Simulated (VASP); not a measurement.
# Ir (Pmma) in VASP: a series of runs

The runs below take Ir through single point, with LDA.

Everything below comes from runs of VASP 6.6.1. Logs are shortened: lines on timing, memory, paths and dates and some standing lists are left out, and cuts for length are marked.

**1. The cell of the first run**

The structure is orthorhombic, space group Pmma (No. 51). Conventional cell: a = 12.238 Å, b = 2.233 Å, c = 7.193 Å, α = 90.00°, β = 90.00°, γ = 90.00°. Within 3.0 Å of Ir (site symmetry mm2) lie 2 Ir at 2.23 Å.

**2. Single point, LDA**

Contents of INCAR:

```
PREC = Accurate
ENCUT = 520
EDIFF = 1E-7
ISMEAR = 1
SIGMA = 0.1
LREAL = F
LASPH = T
NELM = 100
ALGO = Normal
ISIF = 2
LWAVE = F
LCHARG = F
NBANDS = 16
```

Contents of KPOINTS:

```
regular mesh
0
Gamma
  2 13 4
```

Contents of POSCAR:

```
Ir
1.0
   12.2384550000      0.0000000000      0.0000000000
    0.0000000000      2.2334310000      0.0000000000
    0.0000000000      0.0000000000      7.1930010000
Ir
2
Direct
    0.2500000000      0.0000000000      0.1639880000
    0.7500000000      0.0000000000      0.8360120000
```

Potentials or basis: VASP PAW LDA potentials, release 64 (Ir).

Run with:

```bash
cat potpaw_LDA.64/Ir/POTCAR > POTCAR
mpirun -np 1 vasp_std > vasp.out
```

OUTCAR:

```text
PREC = Accurate
   ENCUT = 520
   EDIFF = 1E-7
   ISMEAR = 1
   LREAL = F
   LASPH = T
   NELM = 100
   ISIF = 2

 ion  position               nearest neighbor table
   1  0.250  0.000  0.164-
   2  0.750  0.000  0.836-

  LATTYP: Found a simple orthorhombic cell.
 ALAT       =     2.2334310000
 B/A-ratio  =     3.2206058750
 C/A-ratio  =     5.4796655907

  Lattice vectors:

 A1 = (   0.0000000000,   2.2334310000,   0.0000000000)
 A2 = (   0.0000000000,   0.0000000000,   7.1930010000)
 A3 = (  12.2384550000,   0.0000000000,   0.0000000000)

Analysis of symmetry for initial positions (statically):
=====================================================================
 Subroutine PRICEL returns:
 Original cell was already a primitive cell.

 Routine SETGRP: Setting up the symmetry group for a
 simple orthorhombic supercell.

 Subroutine GETGRP returns: Found  8 space group operations
 (whereof  4 operations were pure point group operations)
 out of a pool of  8 trial point group operations.

The static configuration has the point symmetry C_2h.
 The point group associated with its full space group is D_2h.

Analysis of symmetry for dynamics (positions and initial velocities):
=====================================================================
 Subroutine PRICEL returns:
 Original cell was already a primitive cell.

 Routine SETGRP: Setting up the symmetry group for a
 simple orthorhombic supercell.

 Subroutine GETGRP returns: Found  8 space group operations
 (whereof  4 operations were pure point group operations)
 out of a pool of  8 trial point group operations.

The dynamic configuration has the point symmetry C_2h.
 The point group associated with its full space group is D_2h.

 Subroutine INISYM returns: Found  8 space group operations
 (whereof  4 operations are pure point group operations),
 and found     1 'primitive' translations

----------------------------------------------------------------------------------------

                                     Primitive cell

  volume of cell :     196.6117

  direct lattice vectors                    reciprocal lattice vectors
    12.238455000  0.000000000  0.000000000     0.081709660  0.000000000  0.000000000
     0.000000000  2.233431000  0.000000000     0.000000000  0.447741614  0.000000000
     0.000000000  0.000000000  7.193001000     0.000000000  0.000000000  0.139024032

  length of vectors
    12.238455000  2.233431000  7.193001000     0.081709660  0.447741614  0.139024032

  position of ions in fractional coordinates (direct lattice)
     0.250000000  0.000000000  0.163988000
     0.750000000  0.000000000  0.836012000

  ion indices of the primitive-cell ions
   primitive index   ion index
                 1           1
                 2           2

----------------------------------------------------------------------------------------

 KPOINTS: regular mesh

Automatic generation of k-mesh.
 Grid dimensions read from file:
 generate k-points for:    2   13    4

 Generating k-lattice:

  Cartesian coordinates                     Fractional coordinates (reciprocal lattice)
     0.040854830  0.000000000  0.000000000     0.500000000  0.000000000  0.000000000
     0.000000000  0.034441663  0.000000000     0.000000000  0.076923077  0.000000000
     0.000000000  0.000000000  0.034756008     0.000000000  0.000000000  0.250000000

  Length of vectors
     0.040854830  0.034441663  0.034756008

  Shift w.r.t. Gamma in fractional coordinates (k-lattice)
     0.000000000  0.000000000  0.000000000

 Subroutine IBZKPT returns following result:
 ===========================================

 Found     42 irreducible k-points:

 Following reciprocal coordinates:
            Coordinates               Weight
  0.000000  0.000000  0.000000      1.000000
  0.500000  0.000000  0.000000      1.000000
  0.000000  0.076923  0.000000      2.000000
  0.500000  0.076923  0.000000      2.000000
  0.000000  0.153846  0.000000      2.000000
  0.500000  0.153846  0.000000      2.000000
[... 16 lines left out ...]
  0.000000  0.307692  0.250000      4.000000
  0.500000  0.307692  0.250000      4.000000
 [... further k-points ...]
   k-points           NKPTS =     42   k-points in BZ     NKDIM =     42   number of bands    NBANDS=     16
   number of dos      NEDOS =    301   number of ions     NIONS =      2
   total plane-waves  NPLWV =  93312
   dimension x,y,z NGX =    96 NGY =   18 NGZ =   54
   dimension x,y,z NGXF=   192 NGYF=   36 NGZF=  108
   ions per type =               2
   NGX,Y,Z   is equivalent  to a cutoff of  13.04, 13.40, 12.48 a.u.
   NGXF,Y,Z  is equivalent  to a cutoff of  26.08, 26.80, 24.96 a.u.
 SYSTEM =  unknown system
   PREC   = accura    normal or accurate (medium, high low for compatibility)
   ISTART =      0    job   : 0-new  1-cont  2-samecut
   ICHARG =      2    charge: 1-file 2-atom 10-const
   ISPIN  =      1    spin polarized calculation?
   LNONCOLLINEAR =      F non collinear calculations
   LSORBIT =      F    spin-orbit coupling
   LASPH  =      T    aspherical Exc in radial PAW
   ENCUT  =  520.0 eV  38.22 Ry    6.18 a.u.  22.76  4.15 13.37*2*pi/ulx,y,z
   NELM   =    100;   NELMIN=  2; NELMDL= -5     # of ELM steps
   EDIFF  = 0.1E-06   stopping-criterion for ELM
   LREAL  =      F    real-space projection
   EDIFFG = 0.1E-05   stopping-criterion for IOM
   NSW    =      0    number of steps for IOM
   IBRION =     -1    ionic relax: 0-MD 1-quasi-New 2-CG
   NFREE  =      0    steps in history (QN), initial steepest desc. (CG)
   ISIF   =      2    stress and relaxation
   ISYM   =      2    0-nonsym 1-usesym 2-fastsym
   POTIM  = 0.5000    time-step for ionic-motion
   TEBEG  =    0.0;   TEEND  =   0.0 temperature during run
   PSTRESS=    0.0 pullay stress
   NELECT =      18.0000    total number of electrons
   NUPDOWN=      -1.0000    fix difference up-down
   EMIN   =  10.00;   EMAX   =-10.00  energy-range for DOS
   EFERMI =   0.00;   METHOD = LEGACY
   ISMEAR =     1;   SIGMA  =   0.10  broadening in eV -4-tet -1-fermi 0-gaus
   EFERMI_NEDOS =   21; number of points for ismear=-14 and -15
   IALGO  =     38    algorithm
   IMIX   =      4    mixing-type and parameters
     AMIX     =   0.40;   BMIX     =  1.00
     AMIX_MAG =   1.60;   BMIX_MAG =  1.00
  volume/ion in A,a.u.               =      98.31       663.40
  Fermi-wavevector in a.u.,A,eV,Ry     =   0.737841  1.394317  7.407132  0.544409
  Thomas-Fermi vector in A             =   1.831619
   LORBIT       =      0    0 simple, 1 ext, 2 COOP (PROOUT), +10 PAW based schemes
   GGA     = CA    functional components
   LHFCALC =     F    Hartree Fock is set to
   AEXX    =    0.0000 exact exchange contribution
   IVDW    =     0    specifies the selected vdW correction
   LEPSILON=     F    determine dielectric tensor
   LRPA    =     F    only Hartree local field effects (RPA)
 non-spin polarized calculation
 Methfessel and Paxton  Order N= 1 SIGMA  =   0.10
  energy-cutoff  :      520.00
  volume of cell :      196.61
 maximum number of plane-waves:      5338
 NGX is ok and might be reduce to    96
   NGX = 45   NGY =  9   NGZ = 27

 number of electron      18.0000000 magnetization

 Free energy of the ion-electron system (eV)
  ---------------------------------------------------
  ext. energy  EPLUGINS =         0.00000000
  ---------------------------------------------------
  free energy    TOTEN  =       -11.40167723 eV

  energy without entropy =      -11.40105301  energy(sigma->0) =      -11.40146915

 E-fermi :  -3.6612     XC(G=0):  -4.3569

 val. band max:       -3.8292533863   @ k =   0.5000   0.3846   0.5000
 cond. band min:      -3.6077987888   @ k =   0.5000   0.4615   0.0000
 fundamental gap:      0.2214545976
 Fermi energy:        -3.6612132722

 k-point     1 :       0.0000    0.0000    0.0000
  band No.  band energies     occupation
      1     -11.3000      2.00000
      2     -11.2996      2.00000
      3      -5.9902      2.00000
      4      -5.9296      2.00000
      5      -5.3269      2.00000
      6      -5.3229      2.00000
[... 8 lines left out ...]
     15      -0.5909      0.00000
     16      -0.4807      0.00000

 k-point     2 :       0.5000    0.0000    0.0000
  band No.  band energies     occupation
      1     -11.2998      2.00000
      2     -11.2998      2.00000
      3      -5.9603      2.00000
      4      -5.9603      2.00000
      5      -5.3278      2.00000
      6      -5.3278      2.00000
[... 8 lines left out ...]
     15      -0.6048      0.00000
     16      -0.6048      0.00000

 k-point     3 :       0.0000    0.0769    0.0000
  band No.  band energies     occupation
      1     -10.7456      2.00000
      2     -10.7452      2.00000
      3      -5.8468      2.00000
      4      -5.7871      2.00000
      5      -5.2406      2.00000
      6      -5.2369      2.00000
[... 8 lines left out ...]
     15       0.2798      0.00000
     16       0.3910      0.00000

 k-point     4 :       0.5000    0.0769    0.0000
  band No.  band energies     occupation
      1     -10.7454      2.00000
      2     -10.7454      2.00000
      3      -5.8174      2.00000
      4      -5.8174      2.00000
      5      -5.2416      2.00000
      6      -5.2416      2.00000
[... 8 lines left out ...]
     15       0.2594      0.00000
     16       0.2594      0.00000

 k-point     5 :       0.0000    0.1538    0.0000
  band No.  band energies     occupation
      1      -9.1492      2.00000
      2      -9.1486      2.00000
      3      -5.4220      2.00000
      4      -5.3650      2.00000
      5      -4.9945      2.00000
      6      -4.9913      2.00000
[... 8 lines left out ...]
     15       1.2820      0.00000
     16       1.4263      0.00000

 k-point     6 :       0.5000    0.1538    0.0000
  band No.  band energies     occupation
      1      -9.1489      2.00000
      2      -9.1489      2.00000
      3      -5.3939      2.00000
      4      -5.3939      2.00000
      5      -4.9953      2.00000
      6      -4.9953      2.00000
[... 8 lines left out ...]
     15       1.2493      0.00000
     16       1.2493      0.00000

 k-point     7 :       0.0000    0.2308    0.0000
  band No.  band energies     occupation
      1      -6.7265      2.00000
      2      -6.7262      2.00000
      3      -5.5758      2.00000
      4      -5.5696      2.00000
      5      -5.5687      2.00000
      6      -5.5666      2.00000
[... 8 lines left out ...]
     15       2.3777      0.00000
     16       2.5452      0.00000

 k-point     8 :       0.5000    0.2308    0.0000
  band No.  band energies     occupation
      1      -6.7263      2.00000
      2      -6.7263      2.00000
      3      -5.5720      2.00000
      4      -5.5720      2.00000
      5      -5.5684      2.00000
      6      -5.5684      2.00000
[... 8 lines left out ...]
     15       2.3370      0.00000
     16       2.3370      0.00000

 k-point     9 :       0.0000    0.3077    0.0000
  band No.  band energies     occupation
      1      -6.9088      2.00000
      2      -6.9066      2.00000
      3      -6.9062      2.00000
      4      -6.9053      2.00000
      5      -4.3376      2.00000
      6      -4.3262      2.00000
[... 8 lines left out ...]
     15       3.6785      0.00000
     16       3.8560      0.00000
[... 172 lines left out ...]
 k-point    19 :       0.0000    0.1538    0.2500
  band No.  band energies     occupation
      1      -9.1491      2.00000
      2      -9.1486      2.00000
      3      -5.4089      2.00000
      4      -5.3586      2.00000
      5      -4.9920      2.00000
      6      -4.9915      2.00000
[... 8 lines left out ...]
     15       0.9339      0.00000
     16       1.3517      0.00000

 k-point    20 :       0.5000    0.1538    0.2500
  band No.  band energies     occupation
      1      -9.1488      2.00000
      2      -9.1488      2.00000
      3      -5.3841      2.00000
      4      -5.3841      2.00000
      5      -4.9944      2.00000
      6      -4.9944      2.00000
[... 8 lines left out ...]
     15       1.1102      0.00000
     16       1.1102      0.00000

 k-point    21 :       0.0000    0.2308    0.2500
  band No.  band energies     occupation
      1      -6.7264      2.00000
      2      -6.7262      2.00000
      3      -5.5752      2.00000
      4      -5.5713      2.00000
      5      -5.5707      2.00000
      6      -5.5668      2.00000
[... 8 lines left out ...]
     15       1.9622      0.00000
     16       2.4507      0.00000

 k-point    22 :       0.5000    0.2308    0.2500
  band No.  band energies     occupation
      1      -6.7263      2.00000
      2      -6.7263      2.00000
      3      -5.5729      2.00000
      4      -5.5729      2.00000
      5      -5.5692      2.00000
      6      -5.5692      2.00000
[... 8 lines left out ...]
     15       2.1680      0.00000
     16       2.1680      0.00000

 k-point    23 :       0.0000    0.3077    0.2500
  band No.  band energies     occupation
      1      -6.9086      2.00000
      2      -6.9071      2.00000
      3      -6.9068      2.00000
      4      -6.9054      2.00000
      5      -4.3351      2.00000
      6      -4.3249      2.00000
[... 8 lines left out ...]
     15       3.2357      0.00000
     16       3.7520      0.00000

 k-point    24 :       0.5000    0.3077    0.2500
  band No.  band energies     occupation
      1      -6.9077      2.00000
      2      -6.9077      2.00000
      3      -6.9063      2.00000
      4      -6.9063      2.00000
      5      -4.3299      2.00000
      6      -4.3299      2.00000
[... 8 lines left out ...]
     15       3.4523      0.00000
     16       3.4523      0.00000

 [... further k-points ...]
[... 5 lines left out ...]
  --------------------------------------------------------------------------------------
  -------------------------------------------------------------------------------------
  Total       -0.0516498     -0.8060093     -0.0341701      0.0000000      0.0000000      0.0000000
  in kB       -0.4208913     -6.5681245     -0.2784503      0.0000000      0.0000000      0.0000000
  external PRESSURE =      -2.4224887 kB  Pullay stress =       0.0000000 kB

 VOLUME and BASIS-vectors are now :
 -----------------------------------------------------------------------------
  energy-cutoff  :      520.00
  volume of cell :      196.61
      direct lattice vectors                 reciprocal lattice vectors
    12.238455000  0.000000000  0.000000000     0.081709660  0.000000000  0.000000000
     0.000000000  2.233431000  0.000000000     0.000000000  0.447741614  0.000000000
     0.000000000  0.000000000  7.193001000     0.000000000  0.000000000  0.139024032

 POSITION                                       TOTAL-FORCE (eV/Angst)
 -----------------------------------------------------------------------------------
      3.05961      0.00000      1.17957         0.000000      0.000000     -0.001787
      9.17884      0.00000      6.01344         0.000000      0.000000      0.001787
 -----------------------------------------------------------------------------------
    total drift:                                0.000000      0.000000     -0.000000

  FREE ENERGIE OF THE ION-ELECTRON SYSTEM (eV)
  ---------------------------------------------------
  free  energy   TOTEN  =       -11.4016772264 eV

  energy  without entropy=      -11.4010530087  energy(sigma->0) =      -11.40146915
```

Wall time 3.5 min (1 thread of AMD EPYC 7R13, shared host); peak memory 0.27 GiB.

Results:

```
Free energy            : -11.4017 eV
Pressure               : -0.2 GPa
Band gap on the k mesh : zero (band 9 reaches -1.23 eV, above the bottom of band 10 at -4.63 eV)
```

Stress tensor (GPa, compression positive):
```
-0.04  0.00  0.00
 0.00 -0.66  0.00
 0.00  0.00 -0.03
```

Levels at points of the mesh, in eV from the Fermi level:
```tsv
k point	band 5	band 6	band 7	band 8	band 9	band 10	band 11	band 12
(0.00, 0.00, 0.00)	-1.67	-1.66	-1.66	-1.66	2.43	2.43	2.43	2.43
(0.50, 0.00, 0.00)	-1.67	-1.67	-1.65	-1.65	2.43	2.43	2.43	2.43
(0.00, 0.00, 0.50)	-1.66	-1.66	-1.66	-1.65	2.43	2.43	2.43	2.43
(0.50, 0.00, 0.50)	-1.66	-1.66	-1.65	-1.65	2.43	2.43	2.43	2.43
```

Caveat: spin-orbit coupling is left out, which moves the levels of the heavy elements.

**3. Single point, LDA**

Contents of INCAR:

```
SYSTEM = Ir
  ALGO = Normal
  EDIFF = 1E-6
  ENCUT = 520
  GGA = CA
  ISIF = 2
  ISMEAR = 1
  LASPH = .TRUE.
  LCHARG = .FALSE.
  LREAL = .FALSE.
  LWAVE = .FALSE.
  NBANDS = 16
  NELM = 100
  PREC = Accurate
  SIGMA = 0.1
```

Contents of KPOINTS:

```
k-points
0
G
  2 13 4
  0 0 0
```

POSCAR is that of step 2.

Potentials or basis: VASP PAW LDA potentials, release 64 (Ir).

Run with:

```bash
cat potpaw_LDA.64/Ir/POTCAR > POTCAR
mpirun -np 1 vasp_std > vasp.out
```

Wall time 3.2 min (1 thread of AMD EPYC 7R13, shared host); peak memory 0.27 GiB.

Results (log left out):

- Free energy: -11.4017 eV
- Pressure: -0.2 GPa
- Band gap on the k mesh: zero (band 9 reaches -1.23 eV, above the bottom of band 10 at -4.63 eV)

Stress tensor (GPa, compression positive):
```
-0.04  0.00  0.00
 0.00 -0.66  0.00
 0.00  0.00 -0.03
```

Levels at points of the mesh, in eV from the Fermi level:
```csv
k point,band 6,band 7,band 8,band 9,band 10,band 11
"(0.00, 0.00, 0.00)",-1.66,-1.66,-1.66,2.43,2.43,2.43
"(0.50, 0.00, 0.00)",-1.67,-1.65,-1.65,2.43,2.43,2.43
"(0.00, 0.00, 0.50)",-1.66,-1.66,-1.65,2.43,2.43,2.43
"(0.50, 0.00, 0.50)",-1.67,-1.65,-1.65,2.43,2.43,2.43
```

Caveat: spin-orbit coupling is left out, which moves the levels of the heavy elements.

**4. Single point, LDA**

Contents of INCAR:

```
SYSTEM = Ir
ALGO = Normal
EDIFF = 1E-7
ENCUT = 520
ISIF = 2
ISMEAR = 1
LASPH = .True.
LCHARG = .False.
LREAL = .False.
LWAVE = .False.
NBANDS = 16
NELM = 80
PREC = Accurate
SIGMA = 0.1
```

Contents of KPOINTS:

```
k-points
0
Gamma
  2 13 4
  0 0 0
```

POSCAR is that of step 3.

Run with:

```bash
cat potpaw_LDA.64/Ir/POTCAR > POTCAR
mpirun -np 1 vasp_std > vasp.out
```

It took 3.6 min on 1 thread of AMD EPYC 7R13, shared host; peak memory 0.27 GiB.

It converged, with:

* Free energy: -11.4017 eV
* Pressure: -0.2 GPa
* Band gap on the k mesh: zero (band 9 reaches -1.23 eV, above the bottom of band 10 at -4.63 eV)

Stress tensor (GPa, compression positive):
```
-0.04  0.00  0.00
 0.00 -0.66  0.00
 0.00  0.00 -0.03
```

Levels at points of the mesh, in eV from the Fermi level:
| k point | band 5 | band 6 | band 7 | band 8 | band 9 | band 10 | band 11 | band 12 |
| --- | --- | --- | --- | --- | --- | --- | --- | --- |
| (0.00, 0.00, 0.00) | -1.67 | -1.66 | -1.66 | -1.66 | 2.43 | 2.43 | 2.43 | 2.43 |
| (0.50, 0.00, 0.00) | -1.67 | -1.67 | -1.65 | -1.65 | 2.43 | 2.43 | 2.43 | 2.43 |
| (0.00, 0.00, 0.50) | -1.66 | -1.66 | -1.66 | -1.65 | 2.43 | 2.43 | 2.43 | 2.43 |
| (0.50, 0.00, 0.50) | -1.66 | -1.66 | -1.65 | -1.65 | 2.43 | 2.43 | 2.43 | 2.43 |

Caveat: spin-orbit coupling is left out, which moves the levels of the heavy elements.
